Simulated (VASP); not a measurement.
# SiC (F-43m) in VASP: further runs

The runs below take SiC through G0W0 quasiparticle levels, with LDA.

All numbers are computed with VASP 6.6.1; they aren't measurements. Logs are shortened: lines on timing, memory, paths and dates and some standing lists are left out, and cuts for length are marked.

**1. The cell of the first run**

The structure is cubic, space group F-43m (No. 216). The conventional cell has a = 4.356 Å, b = 4.356 Å, c = 4.356 Å, α = 90.00°, β = 90.00°, γ = 90.00°. Within 2.5 Å of Si (site symmetry -43m) lie 4 C at 1.89 Å. Within 2.5 Å of C (site symmetry -43m) lie 4 Si at 1.89 Å.

**2. G0W0 quasiparticle levels, LDA**

POSCAR reads:

```
SiC
1.0
    0.0000000000      2.1780523476      2.1780523476
    2.1780523476      0.0000000000      2.1780523476
    2.1780523476      2.1780523476      0.0000000000
Si C
1 1
Direct
    0.0000000000      0.0000000000      0.0000000000
    0.2500000000      0.2500000000      0.2500000000
```

INCAR.step1 reads:

```
PREC     = Accurate       # precision mode
ENCUT    = 500            # plane-wave cutoff, eV
EDIFF    = 1E-8           # SCF threshold, eV
ISMEAR   = 0              # smearing method
SIGMA    = 0.01           # smearing width, eV
LREAL    = F              # projectors in reciprocal space
LASPH    = T              # aspherical terms in the spheres
NELM     = 60             # most SCF steps
ALGO     = Normal         # electronic algorithm
LWAVE    = T              # write WAVECAR
LCHARG   = F              # write CHGCAR
```

INCAR.step2 reads:

```
PREC     = Accurate       # precision mode
ENCUT    = 500            # plane-wave cutoff, eV
EDIFF    = 1E-8           # SCF threshold, eV
ISMEAR   = 0              # smearing method
SIGMA    = 0.01           # smearing width, eV
LREAL    = F              # projectors in reciprocal space
LASPH    = T              # aspherical terms in the spheres
NELM     = 1              # most SCF steps
ALGO     = Exact          # electronic algorithm
LWAVE    = T              # write WAVECAR
LCHARG   = F              # write CHGCAR
NBANDS   = 64             # bands
LOPTICS  = T              # frequency-dependent dielectric function
ISTART   = 1
```

INCAR.step3 reads:

```
PREC     = Accurate       # precision mode
ENCUT    = 500            # plane-wave cutoff, eV
EDIFF    = 1E-8           # SCF threshold, eV
ISMEAR   = 0              # smearing method
SIGMA    = 0.01           # smearing width, eV
LREAL    = F              # projectors in reciprocal space
LASPH    = T              # aspherical terms in the spheres
ALGO     = EVGW0          # electronic algorithm
LWAVE    = F              # write WAVECAR
LCHARG   = F              # write CHGCAR
NELMGW   = 1            
NBANDS   = 64             # bands
ENCUTGW  = 80.0           # cutoff of the response function
NOMEGA   = 48             # frequency points
PRECFOCK = Fast         
ISTART   = 1            
NBANDSGW = 12
```

KPOINTS reads:

```
regular mesh
0
Gamma
  4 4 4
```

Potentials or basis: VASP PAW LDA potentials, release 64 (Si_GW, C_GW).

Run with:

```bash
> cat potpaw_LDA.64/Si_GW/POTCAR potpaw_LDA.64/C_GW/POTCAR > POTCAR
> cp INCAR.step1 INCAR
> mpirun -np 1 vasp_std > vasp.out
> cp INCAR.step2 INCAR
> mpirun -np 1 vasp_std > vasp.out
> cp INCAR.step3 INCAR
> mpirun -np 1 vasp_std > vasp.out
```

OUTCAR:

```text
PREC = Accurate
   ENCUT = 500
   EDIFF = 1E-8
   ISMEAR = 0
   LREAL = F
   LASPH = T
   NELMGW = 1
   ENCUTGW = 80.0
   PRECFOCK = Fast
   ISTART = 1

 ion  position               nearest neighbor table
   1  0.000  0.000  0.000-   2 1.89   2 1.89   2 1.89   2 1.89
   2  0.250  0.250  0.250-   1 1.89   1 1.89   1 1.89   1 1.89

  LATTYP: Found a face centered cubic cell.
 ALAT       =     4.3561046952

  Lattice vectors:

 A1 = (   0.0000000000,   2.1780523476,   2.1780523476)
 A2 = (   2.1780523476,   0.0000000000,   2.1780523476)
 A3 = (   2.1780523476,   2.1780523476,   0.0000000000)

Analysis of symmetry for initial positions (statically):
=====================================================================
 Subroutine PRICEL returns:
 Original cell was already a primitive cell.

 Routine SETGRP: Setting up the symmetry group for a
 face centered cubic supercell.

 Subroutine GETGRP returns: Found 24 space group operations
 (whereof 24 operations were pure point group operations)
 out of a pool of 48 trial point group operations.

The static configuration has the point symmetry T_d .

Analysis of symmetry for dynamics (positions and initial velocities):
=====================================================================
 Subroutine PRICEL returns:
 Original cell was already a primitive cell.

 Routine SETGRP: Setting up the symmetry group for a
 face centered cubic supercell.

 Subroutine GETGRP returns: Found 24 space group operations
 (whereof 24 operations were pure point group operations)
 out of a pool of 48 trial point group operations.

The dynamic configuration has the point symmetry T_d .

 Subroutine INISYM returns: Found 24 space group operations
 (whereof 24 operations are pure point group operations),
 and found     1 'primitive' translations

----------------------------------------------------------------------------------------

[... 72 lines left out ...]
   LASPH  =      T    aspherical Exc in radial PAW
   ENCUT  =  500.0 eV  36.75 Ry    6.06 a.u.   5.62  5.62  5.62*2*pi/ulx,y,z
   NELM   =     60;   NELMIN=  2; NELMDL=  0     # of ELM steps
   EDIFF  = 0.1E-07   stopping-criterion for ELM
   LREAL  =      F    real-space projection
   EDIFFG = 0.1E-06   stopping-criterion for IOM
   NSW    =      0    number of steps for IOM
   IBRION =     -1    ionic relax: 0-MD 1-quasi-New 2-CG
   NFREE  =      0    steps in history (QN), initial steepest desc. (CG)
   ISIF   =      0    stress and relaxation
   ISYM   =      3    0-nonsym 1-usesym 2-fastsym
   POTIM  = 0.5000    time-step for ionic-motion
   TEBEG  =    0.0;   TEEND  =   0.0 temperature during run
   PSTRESS=    0.0 pullay stress
   NELECT =       8.0000    total number of electrons
   NUPDOWN=      -1.0000    fix difference up-down
   EMIN   =  10.00;   EMAX   =-10.00  energy-range for DOS
   EFERMI =   0.00;   METHOD = LEGACY
   ISMEAR =     0;   SIGMA  =   0.01  broadening in eV -4-tet -1-fermi 0-gaus
   EFERMI_NEDOS =   21; number of points for ismear=-14 and -15
   IALGO  =     38    algorithm
   IMIX   =      4    mixing-type and parameters
     AMIX     =   0.40;   BMIX     =  1.00
     AMIX_MAG =   1.60;   BMIX_MAG =  1.00
  volume/ion in A,a.u.               =      10.33        69.73
  Fermi-wavevector in a.u.,A,eV,Ry     =   1.193145  2.254717 19.369182  1.423595
  Thomas-Fermi vector in A             =   2.329166
   LORBIT       =      0    0 simple, 1 ext, 2 COOP (PROOUT), +10 PAW based schemes
   GGA     = CA    functional components
   LHFCALC =     T    Hartree Fock is set to
   PRECFOCK=fast      Normal, Fast or Accurate (Low or Medium for compatibility)
   ENCUT4O =  -1.0   cutoff for four orbital integrals eV
   NKREDX  =     1    reduce k-point grid by
   NKREDY  =     1    reduce k-point grid by
   NKREDZ  =     1    reduce k-point grid by
   AEXX    =    1.0000 exact exchange contribution
   HFSCREEN=    0.0000 screening length (either q_TF or 0.3 A-1)
   HFSCREENC=   0.0000 screening length for correlation (either q_TF or 0.3 A-1)
   ENCUTFOCK=  -1.0 apply spherical cutoff to Coloumb kernel
   IVDW    =     0    specifies the selected vdW correction
   LEPSILON=     F    determine dielectric tensor
   LRPA    =     F    only Hartree local field effects (RPA)
   LRPAFORCE           =     F    calculate RPA forces
   ENCUTGW             =  80.0    cutoff for response function in eV
   ENCUTGWSOFT         =  64.0    soft cutoff for Coulomb kernel in GW response function in eV
   ENCUTLF             =  -1.0    cutoff for local field effects
   NELMGW              =     1    number of iterations in solving QP/BSE equation
   NELMHF              =     1    number of iterations in the inner HF iteration
   NKREDLFX            =     1    NKREDLFY  =   1   NKREDLFZ  =   1
 non-spin polarized calculation
 Gauss-broadening in eV      SIGMA  =   0.01
  energy-cutoff  :      500.00
  volume of cell :       20.66
 maximum number of plane-waves:       544
 NGX is ok and might be reduce to    24
  NGX = 14; NGY = 14; NGZ = 14
   NGX = 11   NGY = 11   NGZ = 11
 maximum number of plane-waves:        40
 NGX is ok and might be reduce to    10

 QP shifts <psi_nk| G(iteration)W_0 |psi_nk>: iteration 1
 for sc-GW calculations column KS-energies equals QP-energies in previous step
 and V_xc(KS)=  KS-energies - (<T + V_ion + V_H > + <T+V_H+V_ion>^1  + <V_x>^1)

 k-point   1 :       0.0000    0.0000    0.0000
  band No.  KS-energies  QP-energies   sigma(KS)   V_xc(KS)     V^pw_x(r,r')   Z            occupation Imag(sigma)

      1      -7.5494      -8.3827     -13.9189     -12.7809     -21.5832       0.7322       2.0000       1.4162
      2       7.8085       7.6801     -15.1402     -14.9775     -17.5912       0.7887       2.0000       0.1020
      3       7.8085       7.6801     -15.1402     -14.9775     -17.5912       0.7887       2.0000       0.1020
      4       7.8085       7.6801     -15.1402     -14.9775     -17.5912       0.7887       2.0000       0.1020
      5      14.0987      14.8574     -12.3346     -13.3107      -7.2280       0.7773       0.0000      -0.1164
      6      14.9582      15.8749     -10.7214     -11.8823      -5.6809       0.7897       0.0000      -0.1090
      7      14.9582      15.8749     -10.7214     -11.8823      -5.6809       0.7897       0.0000      -0.1090
      8      14.9582      15.8749     -10.7214     -11.8823      -5.6809       0.7897       0.0000      -0.1090
      9      22.2181      23.1892     -10.4439     -11.6883      -4.4644       0.7804       0.0000      -0.2744
     10      22.2181      23.1892     -10.4439     -11.6883      -4.4644       0.7804       0.0000      -0.2744
     11      23.9308      24.5850      -9.4557     -10.2909      -2.8964       0.7833       0.0000      -0.4666
     12      24.8900      25.5362      -9.8101     -10.6354      -2.9502       0.7831       0.0000      -0.7445
[... 100 lines left out ...]
      1      -2.1733      -2.8596     -15.3898     -14.4566     -21.8684       0.7355       2.0000       0.6765
      2       0.7431       0.1822     -13.7254     -12.9736     -18.0367       0.7460       2.0000       0.2940
      3       2.7523       2.2134     -13.5497     -12.8407     -17.0005       0.7600       2.0000       0.1730
      4       3.0527       2.5529     -13.1342     -12.4829     -16.2131       0.7673       2.0000       0.1485
      5      12.9156      13.7214     -11.5101     -12.5216      -7.0454       0.7967       0.0000      -0.0939
      6      17.1367      17.9685     -10.7656     -11.8409      -4.8900       0.7736       0.0000      -0.1926
      7      17.1415      18.3836     -12.1463     -13.7500      -6.6178       0.7745       0.0000      -0.1552
      8      17.3855      18.2078     -10.3831     -11.4196      -5.1659       0.7934       0.0000      -0.1404
      9      21.8154      23.0017     -11.7787     -13.3793      -4.6236       0.7412       0.0000      -0.4411
     10      25.0430      26.0769     -11.0533     -12.4110      -3.9337       0.7615       0.0000      -0.6103
     11      28.6813      30.0546     -11.8564     -13.6668      -4.5077       0.7586       0.0000      -0.7977
     12      32.0876      33.0421     -11.6039     -12.8469      -4.0358       0.7678       0.0000      -1.2186
```

Wall time 83 s (1 thread of AMD EPYC 7R13, shared host); peak memory 0.16 GiB.

What came out:

| Quantity | Value |
| --- | --- |
| Band gap on the k mesh, mean-field level | 1.25 eV, indirect (least direct gap 4.47 eV) |
| Quasiparticle gap | 1.86 eV |
| Least direct quasiparticle gap | 5.39 eV |

Levels at points of the mesh, in eV from the valence-band top:
| k point | band 2 | band 3 | band 4 | band 5 | band 6 | band 7 |
| --- | --- | --- | --- | --- | --- | --- |
| (0.00, 0.00, 0.00) | 0.00 | 0.00 | 0.00 | 6.29 | 7.15 | 7.15 |
| (0.50, 0.00, 0.00) | -8.60 | -1.06 | -1.06 | 5.37 | 7.08 | 7.08 |
| (0.50, 0.50, 0.00) | -7.85 | -3.22 | -3.22 | 1.25 | 4.14 | 13.81 |

Caveat: the k points lie up to 0.62 Å⁻¹ apart; bands, screening cutoff and mesh are small and nothing is extrapolated, so the quasiparticle values aren't converged.

**3. G0W0 quasiparticle levels, LDA**

POSCAR is that of step 2.

INCAR.step1 reads:

```
SYSTEM = SiC
PREC = Accurate
ENCUT = 500
EDIFF = 1E-8
ISMEAR = 0
SIGMA = 0.01
LREAL = .False.
LASPH = .True.
NELM = 100
ALGO = Normal
LWAVE = .True.
LCHARG = .False.
```

INCAR.step2 reads:

```
SYSTEM = SiC
PREC = Accurate
ENCUT = 500
EDIFF = 1E-8
ISMEAR = 0
SIGMA = 0.01
LREAL = .False.
LASPH = .True.
NELM = 1
ALGO = Exact
LWAVE = .True.
LCHARG = .False.
NBANDS = 44
LOPTICS = .True.
ISTART = 1
```

INCAR.step3 reads:

```
SYSTEM = SiC
PREC = Accurate
ENCUT = 500
EDIFF = 1E-8
ISMEAR = 0
SIGMA = 0.01
LREAL = .False.
LASPH = .True.
ALGO = EVGW0
LWAVE = .False.
LCHARG = .False.
NELMGW = 1
NBANDS = 44
ENCUTGW = 60.0
NOMEGA = 48
PRECFOCK = Fast
ISTART = 1
NBANDSGW = 12
```

KPOINTS reads:

```
regular mesh
0
Gamma
  4 4 4
  0 0 0
```

Potentials or basis: VASP PAW LDA potentials, release 64 (Si_GW, C_GW).

Run with:

```bash
> cat potpaw_LDA.64/Si_GW/POTCAR potpaw_LDA.64/C_GW/POTCAR > POTCAR
> cp INCAR.step1 INCAR
> mpirun -np 1 vasp_std > vasp.out
> cp INCAR.step2 INCAR
> mpirun -np 1 vasp_std > vasp.out
> cp INCAR.step3 INCAR
> mpirun -np 1 vasp_std > vasp.out
```

OUTCAR:

```text
SYSTEM = SiC
   PREC = Accurate
   ENCUT = 500
   EDIFF = 1E-8
   ISMEAR = 0
   LREAL = .False.
   LASPH = .True.
   NELMGW = 1
   ENCUTGW = 60.0
   PRECFOCK = Fast
   ISTART = 1

 ion  position               nearest neighbor table
   1  0.000  0.000  0.000-   2 1.89   2 1.89   2 1.89   2 1.89
   2  0.250  0.250  0.250-   1 1.89   1 1.89   1 1.89   1 1.89

  LATTYP: Found a face centered cubic cell.
 ALAT       =     4.3561046952

  Lattice vectors:

 A1 = (   0.0000000000,   2.1780523476,   2.1780523476)
 A2 = (   2.1780523476,   0.0000000000,   2.1780523476)
 A3 = (   2.1780523476,   2.1780523476,   0.0000000000)

Analysis of symmetry for initial positions (statically):
=====================================================================
 Subroutine PRICEL returns:
 Original cell was already a primitive cell.

 Routine SETGRP: Setting up the symmetry group for a
 face centered cubic supercell.

 Subroutine GETGRP returns: Found 24 space group operations
 (whereof 24 operations were pure point group operations)
 out of a pool of 48 trial point group operations.

The static configuration has the point symmetry T_d .

Analysis of symmetry for dynamics (positions and initial velocities):
=====================================================================
 Subroutine PRICEL returns:
 Original cell was already a primitive cell.

 Routine SETGRP: Setting up the symmetry group for a
 face centered cubic supercell.

 Subroutine GETGRP returns: Found 24 space group operations
[... 104 lines left out ...]
   IMIX   =      4    mixing-type and parameters
     AMIX     =   0.40;   BMIX     =  1.00
     AMIX_MAG =   1.60;   BMIX_MAG =  1.00
  volume/ion in A,a.u.               =      10.33        69.73
  Fermi-wavevector in a.u.,A,eV,Ry     =   1.193145  2.254717 19.369182  1.423595
  Thomas-Fermi vector in A             =   2.329166
   LORBIT       =      0    0 simple, 1 ext, 2 COOP (PROOUT), +10 PAW based schemes
   GGA     = CA    functional components
   LHFCALC =     T    Hartree Fock is set to
   PRECFOCK=fast      Normal, Fast or Accurate (Low or Medium for compatibility)
   ENCUT4O =  -1.0   cutoff for four orbital integrals eV
   NKREDX  =     1    reduce k-point grid by
   NKREDY  =     1    reduce k-point grid by
   NKREDZ  =     1    reduce k-point grid by
   AEXX    =    1.0000 exact exchange contribution
   HFSCREEN=    0.0000 screening length (either q_TF or 0.3 A-1)
   HFSCREENC=   0.0000 screening length for correlation (either q_TF or 0.3 A-1)
   ENCUTFOCK=  -1.0 apply spherical cutoff to Coloumb kernel
   IVDW    =     0    specifies the selected vdW correction
   LEPSILON=     F    determine dielectric tensor
   LRPA    =     F    only Hartree local field effects (RPA)
   LRPAFORCE           =     F    calculate RPA forces
   ENCUTGW             =  60.0    cutoff for response function in eV
   ENCUTGWSOFT         =  48.0    soft cutoff for Coulomb kernel in GW response function in eV
   ENCUTLF             =  -1.0    cutoff for local field effects
   NELMGW              =     1    number of iterations in solving QP/BSE equation
   NELMHF              =     1    number of iterations in the inner HF iteration
   NKREDLFX            =     1    NKREDLFY  =   1   NKREDLFZ  =   1
 non-spin polarized calculation
 Gauss-broadening in eV      SIGMA  =   0.01
  energy-cutoff  :      500.00
  volume of cell :       20.66
 maximum number of plane-waves:       544
 NGX is ok and might be reduce to    24
  NGX = 14; NGY = 14; NGZ = 14
   NGX = 11   NGY = 11   NGZ = 11
 maximum number of plane-waves:        28
 NGX is ok and might be reduce to    10

 QP shifts <psi_nk| G(iteration)W_0 |psi_nk>: iteration 1
 for sc-GW calculations column KS-energies equals QP-energies in previous step
 and V_xc(KS)=  KS-energies - (<T + V_ion + V_H > + <T+V_H+V_ion>^1  + <V_x>^1)

 k-point   1 :       0.0000    0.0000    0.0000
  band No.  KS-energies  QP-energies   sigma(KS)   V_xc(KS)     V^pw_x(r,r')   Z            occupation Imag(sigma)

      1      -7.5494      -8.2554     -13.7395     -12.7809     -21.5832       0.7365       2.0000       1.4180
      2       7.8085       7.8949     -14.8683     -14.9775     -17.5912       0.7915       2.0000       0.0911
      3       7.8085       7.8949     -14.8683     -14.9775     -17.5912       0.7915       2.0000       0.0911
      4       7.8085       7.8949     -14.8683     -14.9775     -17.5912       0.7915       2.0000       0.0911
      5      14.0987      14.9590     -12.2092     -13.3107      -7.2280       0.7811       0.0000      -0.1244
      6      14.9582      16.0237     -10.5368     -11.8823      -5.6809       0.7919       0.0000      -0.1161
      7      14.9582      16.0237     -10.5368     -11.8823      -5.6809       0.7919       0.0000      -0.1161
      8      14.9582      16.0237     -10.5368     -11.8823      -5.6809       0.7919       0.0000      -0.1161
      9      22.2181      23.3586     -10.2338     -11.6883      -4.4644       0.7841       0.0000      -0.2813
     10      22.2181      23.3586     -10.2338     -11.6883      -4.4644       0.7841       0.0000      -0.2813
     11      23.9308      24.6942      -9.3176     -10.2909      -2.8964       0.7844       0.0000      -0.4743
     12      24.8900      25.6995      -9.6012     -10.6354      -2.9502       0.7828       0.0000      -0.7354
[... 100 lines left out ...]
      1      -2.1733      -2.7027     -15.1778     -14.4566     -21.8684       0.7341       2.0000       0.6581
      2       0.7431       0.3515     -13.4976     -12.9736     -18.0367       0.7472       2.0000       0.2933
      3       2.7523       2.3562     -13.3608     -12.8407     -17.0005       0.7615       2.0000       0.1735
      4       3.0527       2.6935     -12.9500     -12.4829     -16.2131       0.7690       2.0000       0.1499
      5      12.9156      13.8677     -11.3296     -12.5216      -7.0454       0.7987       0.0000      -0.1039
      6      17.1367      18.1100     -10.5875     -11.8409      -4.8900       0.7766       0.0000      -0.1990
      7      17.1415      18.5870     -11.8933     -13.7500      -6.6178       0.7785       0.0000      -0.1645
      8      17.3855      18.3360     -10.2252     -11.4196      -5.1659       0.7958       0.0000      -0.1481
      9      21.8154      23.2396     -11.4707     -13.3793      -4.6236       0.7462       0.0000      -0.4398
     10      25.0430      26.2922     -10.7777     -12.4110      -3.9337       0.7648       0.0000      -0.6059
     11      28.6813      30.2862     -11.5589     -13.6668      -4.5077       0.7614       0.0000      -0.7915
     12      32.0876      33.2739     -11.3140     -12.8469      -4.0358       0.7739       0.0000      -1.2135
```

OUTCAR.step2:

```text
SYSTEM = SiC
   PREC = Accurate
   ENCUT = 500
   EDIFF = 1E-8
[... 689 lines left out ...]
  --------------------------------------------------------------------------------------------------------------
     0.00000     9.86085     9.86085     9.86085     0.00000    -0.00000     0.00000
     1.15522    10.15552    10.15552    10.15552     0.00000    -0.00000     0.00000
     2.31045    11.21554    11.21554    11.21554     0.00000    -0.00000     0.00000
     3.46567    13.97469    13.97469    13.97469     0.00000    -0.00000     0.00000
     4.62090     8.66304     8.66304     8.66304     0.00000    -0.00000     0.00000
     5.77612    60.07749    60.07749    60.07749     0.00000    -0.00000     0.00000
[... 92 lines left out ...]
   113.21202     0.95389     0.95389     0.95389    -0.00000     0.00000    -0.00000
   114.36724     0.95487     0.95487     0.95487    -0.00000     0.00000    -0.00000
```

Run time: 19 s. Hardware: 1 thread of Intel Xeon 6975P-C, shared host; peak memory 0.19 GiB.

What came out:

```
Band gap on the k mesh, mean-field level : 1.25 eV, indirect (least direct gap 4.47 eV)
Quasiparticle gap                        : 1.72 eV
Least direct quasiparticle gap           : 5.29 eV
```

Caveat: the k points lie up to 0.62 Å⁻¹ apart; bands, screening cutoff and mesh are small and nothing is extrapolated, so the quasiparticle values aren't converged. A k mesh can miss the band edges.

(Part 1 of 2 ends here.)
